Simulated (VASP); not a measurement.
# Mg32Si13Ge3 (P1) in VASP: single point with PBEsol

Aim: the single point of Mg32Si13Ge3 with PBEsol.

Program: VASP 6.6.1. These are calculated values, not measurements. Logs are shortened: lines on timing, memory, paths and dates and some standing lists are left out, and cuts for length are marked.

### Step 1. The cell of the first run

The typed cell holds 96 atoms: a = 12.666 Å, b = 12.666 Å, c = 12.666 Å, α = 90.00°, β = 90.00°, γ = 90.00°.

### Step 2. Single point, PBEsol

File INCAR:

```
SYSTEM = Mg32Si13Ge3
PREC = Accurate ; ENCUT = 550
EDIFF = 1E-6 ; ISMEAR = -1
SIGMA = 0.05 ; LREAL = Auto
LASPH = .TRUE. ; NELM = 120
ALGO = Normal ; ISIF = 2
LWAVE = .FALSE. ; LCHARG = .FALSE.
GGA = PS ; ISYM = -1
NBANDS = 212 ; GGA_COMPAT = .FALSE.
```

File KPOINTS:

```
explicit points
1
Reciprocal
  0.25000000   0.25000000   0.25000000 1
```

File POSCAR:

```
Mg32Si13Ge3
1.0
   12.6663542749      0.0000000000      0.0000000000
    0.0000000000     12.6663542749      0.0000000000
    0.0000000000      0.0000000000     12.6663542749
Mg Si Ge
64 26 6
Direct
    0.3747920000      0.1252210000      0.1253150000
    0.3744150000      0.1246820000      0.6247810000
    0.3745150000      0.6248340000      0.1249130000
    0.3749200000      0.6252470000      0.6253160000
    0.8748800000      0.1251150000      0.1252810000
    0.8757580000      0.1250870000      0.6252440000
    0.8748750000      0.6250680000      0.1251540000
    0.8749990000      0.6253100000      0.6243200000
    0.1248290000      0.3748710000      0.1251490000
    0.1251840000      0.3750320000      0.6250620000
    0.1247640000      0.8752830000      0.1253990000
    0.1252810000      0.8752900000      0.6250410000
    0.6250260000      0.3752380000      0.1250260000
    0.6245770000      0.3754480000      0.6248290000
    0.6253220000      0.8756170000      0.1247750000
    0.6245880000      0.8746580000      0.6247930000
    0.1247220000      0.1251380000      0.3749630000
    0.1252080000      0.1251620000      0.8750940000
    0.1250010000      0.6252580000      0.3750770000
    0.1253690000      0.6248070000      0.8755770000
    0.6246050000      0.1249200000      0.3745730000
    0.6248400000      0.1252000000      0.8759460000
    0.6251130000      0.6249330000      0.3752250000
    0.6247520000      0.6255470000      0.8754310000
    0.1246350000      0.1250870000      0.1251880000
    0.1249630000      0.1248140000      0.6251400000
    0.1245200000      0.6249350000      0.1249960000
    0.1253550000      0.6246390000      0.6248010000
    0.6247710000      0.1250960000      0.1252030000
    0.6242380000      0.1245300000      0.6248050000
    0.6250590000      0.6247800000      0.1247270000
    0.6245000000      0.6253620000      0.6245410000
    0.3746600000      0.3750650000      0.3747290000
    0.3745270000      0.3754220000      0.8753360000
    0.3743660000      0.8753700000      0.3755920000
    0.3749610000      0.8750510000      0.8751350000
    0.8753990000      0.3754460000      0.3745980000
    0.8753560000      0.3746010000      0.8754260000
    0.8748920000      0.8751640000      0.3749280000
    0.8749720000      0.8751100000      0.8758430000
    0.3747630000      0.3750610000      0.1249100000
    0.3742880000      0.3753380000      0.6245330000
    0.3744840000      0.8754290000      0.1250130000
    0.3748810000      0.8749350000      0.6252460000
    0.8748130000      0.3746920000      0.1251190000
    0.8759270000      0.3749900000      0.6248370000
    0.8747190000      0.8749430000      0.1250910000
    0.8748320000      0.8746960000      0.6243410000
    0.3746810000      0.1249730000      0.3748250000
    0.3744340000      0.1245530000      0.8752610000
    0.3742100000      0.6245730000      0.3754060000
    0.3747970000      0.6251470000      0.8749200000
    0.8752290000      0.1247250000      0.3744430000
    0.8754790000      0.1255060000      0.8755480000
    0.8748090000      0.6249970000      0.3748310000
    0.8748780000      0.6249640000      0.8758120000
    0.1247190000      0.3749650000      0.3748930000
    0.1249730000      0.3747820000      0.8750530000
    0.1248750000      0.8750390000      0.3752350000
    0.1252930000      0.8752890000      0.8754670000
    0.6244420000      0.3754270000      0.3744710000
    0.6246570000      0.3749570000      0.8757530000
    0.6251010000      0.8754700000      0.3751670000
    0.6243710000      0.8745530000      0.8753710000
    0.0000040000      0.0002310000      0.0001710000
    0.0000270000      0.9999490000      0.4999400000
    0.9998720000      0.4997270000      0.0001620000
    0.0001950000      0.5001270000      0.4998440000
    0.4997470000      0.0000660000      0.0002500000
    0.4997350000      0.0000100000      0.4998100000
    0.4997660000      0.5001290000      0.0000990000
    0.4996210000      0.5000250000      0.4998460000
    0.2498410000      0.2500170000      0.0002870000
    0.2497190000      0.2499830000      0.4998650000
    0.2499070000      0.7501140000      0.0002990000
    0.2497880000      0.7501350000      0.5002740000
    0.7498640000      0.2500030000      0.0003410000
    0.7499260000      0.7500240000      0.0003100000
    0.7498150000      0.7501470000      0.4997230000
    0.2497450000      0.0001900000      0.2502190000
    0.2499900000      0.9999080000      0.7500920000
    0.2497310000      0.4999650000      0.2499770000
    0.2498370000      0.5000920000      0.7501600000
    0.7498940000      0.0001730000      0.2500360000
    0.7500170000      0.5001050000      0.2499100000
    0.9998890000      0.2499510000      0.2499940000
    0.0002180000      0.2500280000      0.7500970000
    0.9997630000      0.7502050000      0.2501060000
    0.4998290000      0.2501430000      0.2498810000
    0.4998460000      0.7501280000      0.7500670000
    0.7500200000      0.2499990000      0.4999440000
    0.7499510000      0.0001060000      0.7502850000
    0.7500620000      0.4999540000      0.7500700000
    0.0000570000      0.7499550000      0.7502380000
    0.4995170000      0.2500740000      0.7500090000
    0.4997610000      0.7502350000      0.2501290000
```

Potentials or basis: VASP PAW PBE potentials, release 64 (Mg, Si, Ge_d).

Command:

```
> cat potpaw_PBE.64/Mg/POTCAR potpaw_PBE.64/Si/POTCAR potpaw_PBE.64/Ge_d/POTCAR > POTCAR
> mpirun -np 1 vasp_std > vasp.out
```

OUTCAR:

```text
SYSTEM = Mg32Si13Ge3
   PREC = Accurate
   ENCUT = 550
   EDIFF = 1E-6
   ISMEAR = -1
   LREAL = Auto
   LASPH = .TRUE.
   NELM = 120
   ISIF = 2
   GGA = PS
   ISYM = -1

 ion  position               nearest neighbor table
   1  0.375  0.125  0.125-  89 2.74  73 2.74  80 2.74  69 2.74  49 3.16  43 3.16  41 3.16  29 3.17
                            50 3.17  25 3.17
   2  0.374  0.125  0.625-  81 2.74  74 2.74  70 2.74  95 2.75  26 3.16  44 3.16  30 3.16  49 3.17
                            50 3.17  42 3.17
   3  0.375  0.625  0.125-  75 2.74  82 2.74  71 2.74  96 2.75  41 3.16  52 3.17  27 3.17  51 3.17
                            31 3.17  43 3.17
   4  0.375  0.625  0.625-  90 2.74  76 2.74  83 2.74  72 2.75  28 3.16  32 3.16  52 3.16  44 3.16
                            42 3.17  51 3.17
   5  0.875  0.125  0.125-  86 2.74  84 2.74  77 2.74  65 2.74  53 3.16  45 3.16  54 3.16  25 3.16
                            29 3.17  47 3.17
   6  0.876  0.125  0.625-  87 2.74  66 2.74  92 2.75  91 2.75  26 3.16  46 3.17  54 3.17  48 3.17
                            53 3.18  30 3.19
   7  0.875  0.625  0.125-  85 2.74  78 2.74  88 2.74  67 2.74  56 3.16  27 3.16  55 3.16  31 3.16
                            47 3.17  45 3.17
   8  0.875  0.625  0.624-  79 2.74  68 2.74  94 2.75  93 2.75  48 3.16  55 3.16  46 3.17  28 3.17
                            32 3.17  56 3.19
   9  0.125  0.375  0.125-  86 2.74  73 2.74  67 2.74  82 2.74  57 3.16  25 3.16  41 3.17  45 3.17
[... 171 lines left out ...]
  95  0.500  0.250  0.750-  30 2.75  14 2.75  34 2.75   2 2.75  62 2.75  50 2.75  42 2.75  22 2.75

  96  0.500  0.750  0.250-  43 2.75  63 2.75  23 2.75   3 2.75  35 2.75  31 2.75  15 2.75  51 2.75

IMPORTANT INFORMATION: All symmetrisations will be switched off!
NOSYMM: (Re-)initialisation of all symmetry stuff for point group C_1.

----------------------------------------------------------------------------------------

                                     Primitive cell

  volume of cell :    2032.1459

  direct lattice vectors                    reciprocal lattice vectors
    12.666354275  0.000000000  0.000000000     0.078949316  0.000000000  0.000000000
     0.000000000 12.666354275  0.000000000     0.000000000  0.078949316  0.000000000
     0.000000000  0.000000000 12.666354275     0.000000000  0.000000000  0.078949316

  length of vectors
    12.666354275 12.666354275 12.666354275     0.078949316  0.078949316  0.078949316

  position of ions in fractional coordinates (direct lattice)
     0.374792000  0.125221000  0.125315000
     0.374415000  0.124682000  0.624781000
     0.374515000  0.624834000  0.124913000
     0.374920000  0.625247000  0.625316000
     0.874880000  0.125115000  0.125281000
     0.875758000  0.125087000  0.625244000
[... 224 lines left out ...]
   TEBEG  =    0.0;   TEEND  =   0.0 temperature during run
   PSTRESS=    0.0 pullay stress
   NELECT =     316.0000    total number of electrons
   NUPDOWN=      -1.0000    fix difference up-down
   EMIN   =  10.00;   EMAX   =-10.00  energy-range for DOS
   EFERMI =   0.00;   METHOD = LEGACY
   ISMEAR =    -1;   SIGMA  =   0.05  broadening in eV -4-tet -1-fermi 0-gaus
   EFERMI_NEDOS =   21; number of points for ismear=-14 and -15
   IALGO  =     38    algorithm
   IMIX   =      4    mixing-type and parameters
     AMIX     =   0.40;   BMIX     =  1.00
     AMIX_MAG =   1.60;   BMIX_MAG =  1.00
  volume/ion in A,a.u.               =      21.17       142.85
  Fermi-wavevector in a.u.,A,eV,Ry     =   0.880344  1.663608 10.544582  0.775005
  Thomas-Fermi vector in A             =   2.000691
   LORBIT       =      0    0 simple, 1 ext, 2 COOP (PROOUT), +10 PAW based schemes
   GGA     = PS    functional components
   LHFCALC =     F    Hartree Fock is set to
   AEXX    =    0.0000 exact exchange contribution
   IVDW    =     0    specifies the selected vdW correction
   LEPSILON=     F    determine dielectric tensor
   LRPA    =     F    only Hartree local field effects (RPA)
 non-spin polarized calculation
  energy-cutoff  :      550.00
  volume of cell :     2032.15
 maximum number of plane-waves:     59506
 NGX is ok and might be reduce to    96
   NGX = 49   NGY = 49   NGZ = 49

 number of electron     316.0000066 magnetization

 Free energy of the ion-electron system (eV)
  ---------------------------------------------------
  ext. energy  EPLUGINS =         0.00000000
  ---------------------------------------------------
  free energy    TOTEN  =      -306.86242243 eV

  energy without entropy =     -306.85052259  energy(sigma->0) =     -306.85647251

 E-fermi :   3.7155     XC(G=0):  -8.9716

 val. band max:        3.4457261393   @ k =   0.2500   0.2500   0.2500
 cond. band min:       3.9881538209   @ k =   0.2500   0.2500   0.2500
 fundamental gap:      0.5424276816
 Fermi energy:         3.7155497690

 k-point     1 :       0.2500    0.2500    0.2500
  band No.  band energies     occupation
      1     -19.9786      2.00000
      2     -19.9786      2.00000
      3     -19.9758      2.00000
      4     -19.9744      2.00000
      5     -19.9727      2.00000
      6     -19.9710      2.00000
[... 162 lines left out ...]
    169       4.9225      0.00000
    170       4.9251      0.00000
 [bands above 170 left out]

------------------------ aborting loop because EDIFF is reached ----------------------------------------

  FORCE on cell =-STRESS in cart. coord.  units (eV):
  Direction    XX          YY          ZZ          XY          YZ          ZX
  --------------------------------------------------------------------------------------
  -------------------------------------------------------------------------------------
  Total       -0.7426208     -0.7560980     -0.7562362     -5.5535528     -5.5434891     -5.5181388
  in kB       -0.5854945     -0.5961201     -0.5962290     -4.3785125     -4.3705781     -4.3505915
  external PRESSURE =      -0.5926146 kB  Pullay stress =       0.0000000 kB

 VOLUME and BASIS-vectors are now :
 -----------------------------------------------------------------------------
  energy-cutoff  :      550.00
  volume of cell :     2032.15
      direct lattice vectors                 reciprocal lattice vectors
    12.666354275  0.000000000  0.000000000     0.078949316  0.000000000  0.000000000
     0.000000000 12.666354275  0.000000000     0.000000000  0.078949316  0.000000000
     0.000000000  0.000000000 12.666354275     0.000000000  0.000000000  0.078949316

 POSITION                                       TOTAL-FORCE (eV/Angst)
 -----------------------------------------------------------------------------------
      4.74725      1.58609      1.58728         0.004020      0.000441     -0.004860
      4.74247      1.57927      7.91370         0.003555      0.004925     -0.001572
      4.74374      7.91437      1.58219         0.006098      0.001426      0.002390
      4.74887      7.91960      7.92047         0.004854     -0.004314     -0.003351
     11.08154      1.58475      1.58685         0.004497      0.000026     -0.000348
     11.09266      1.58440      7.91956         0.003470     -0.001618     -0.002184
[... 88 lines left out ...]
      6.32706      3.16753      9.49988         0.000084      0.000473      0.008850
      6.33015      9.50274      3.16822         0.000376     -0.009394     -0.000933
 -----------------------------------------------------------------------------------
    total drift:                                0.002246      0.002364     -0.010636

  FREE ENERGIE OF THE ION-ELECTRON SYSTEM (eV)
  ---------------------------------------------------
  free  energy   TOTEN  =      -306.8624224254 eV

  energy  without entropy=     -306.8505225854  energy(sigma->0) =     -306.85647251
```

Wall time 16 min (1 thread of Intel Xeon Platinum 8259CL at 2.50GHz (Skylake/Cascade Lake), shared host); peak memory 1.8 GiB.

What came out:

```
Free energy   : -306.8624 eV
Pressure      : -0.1 GPa
Largest force : 0.015 eV/Å
```

Forces on the atoms (eV/Å):
```
Mg   0.004  0.000 -0.005
Mg   0.004  0.005 -0.002
Mg   0.006  0.001  0.002
Mg   0.005 -0.004 -0.003
Mg   0.004  0.000  0.000
Mg   0.003 -0.002 -0.002
Mg   0.004 -0.002  0.006
Mg   0.007 -0.006  0.007
Mg   0.002  0.006  0.006
Mg  -0.001  0.004  0.005
Mg   0.006  0.001 -0.001
Mg   0.002  0.006  0.001
Mg  -0.001  0.002  0.008
Mg   0.001  0.004  0.000
Mg   0.000 -0.005  0.009
Mg   0.001  0.010  0.000
Mg   0.007  0.002  0.009
Mg  -0.001 -0.001  0.006
Mg  -0.003 -0.002  0.001
Mg   0.000 -0.004  0.000
Mg   0.002  0.002  0.009
Mg   0.003 -0.002  0.002
Mg   0.003  0.000  0.004
Mg  -0.003 -0.003  0.001
Mg   0.003 -0.002 -0.007
Mg  -0.003  0.001 -0.012
Mg   0.002 -0.004  0.002
Mg  -0.010 -0.003 -0.001
Mg  -0.001 -0.004 -0.008
Mg   0.001 -0.003 -0.010
Mg  -0.002 -0.002  0.001
Mg  -0.007 -0.006 -0.001
Mg   0.008 -0.001  0.012
Mg   0.001  0.002  0.005
Mg   0.011  0.003  0.004
Mg   0.002  0.003  0.006
Mg   0.000  0.003  0.001
Mg   0.003  0.007  0.009
Mg   0.004  0.004  0.005
Mg   0.005  0.004  0.005
Mg   0.000 -0.004 -0.002
Mg  -0.001 -0.002  0.001
Mg  -0.004 -0.002 -0.010
Mg  -0.002  0.001 -0.013
Mg   0.000  0.008 -0.001
Mg  -0.011  0.001 -0.002
Mg   0.001  0.006 -0.002
Mg  -0.002  0.009 -0.002
Mg   0.001  0.002  0.004
Mg  -0.002  0.005  0.002
Mg   0.006  0.005 -0.003
Mg   0.000 -0.007  0.000
Mg  -0.003 -0.005  0.003
Mg  -0.010 -0.009 -0.003
Mg  -0.001 -0.001 -0.003
Mg  -0.001 -0.006 -0.009
Mg   0.000 -0.003 -0.005
Mg  -0.004  0.005 -0.003
Mg  -0.009 -0.002 -0.007
Mg  -0.006  0.000 -0.005
Mg   0.002 -0.005 -0.003
Mg  -0.001  0.001 -0.008
Mg  -0.005 -0.006 -0.003
Mg   0.003  0.005 -0.001
Si  -0.001 -0.004  0.006
Si   0.000  0.004  0.002
Si   0.002  0.005  0.008
Si  -0.003  0.003 -0.001
Si  -0.005  0.002  0.002
Si  -0.005 -0.001  0.010
Si  -0.003  0.005  0.000
Si  -0.002  0.010  0.005
Si   0.000 -0.002 -0.006
Si   0.002 -0.002  0.003
Si  -0.005  0.000 -0.004
Si   0.009 -0.008 -0.005
Si   0.006  0.000 -0.005
Si  -0.003  0.001 -0.004
Si   0.001 -0.006  0.006
Si  -0.005 -0.002 -0.006
Si  -0.005  0.003  0.002
Si  -0.006  0.003 -0.002
Si   0.006 -0.003 -0.003
Si   0.002 -0.005 -0.005
Si  -0.005 -0.003  0.003
Si   0.003  0.008 -0.002
Si   0.006 -0.003  0.001
Si   0.009 -0.009 -0.002
Si  -0.004  0.002  0.004
Si  -0.002 -0.006  0.001
Ge  -0.002  0.007 -0.008
Ge  -0.004 -0.010 -0.002
Ge  -0.007  0.009 -0.001
Ge  -0.001  0.000 -0.002
Ge   0.000  0.000  0.009
Ge   0.000 -0.009 -0.001
```

Stress tensor (GPa, compression positive):
```
-0.06 -0.44 -0.44
-0.44 -0.06 -0.44
-0.44 -0.44 -0.06
```

Caveat: the PAW data sets were made with another functional, which shifts forces and pressure a little.
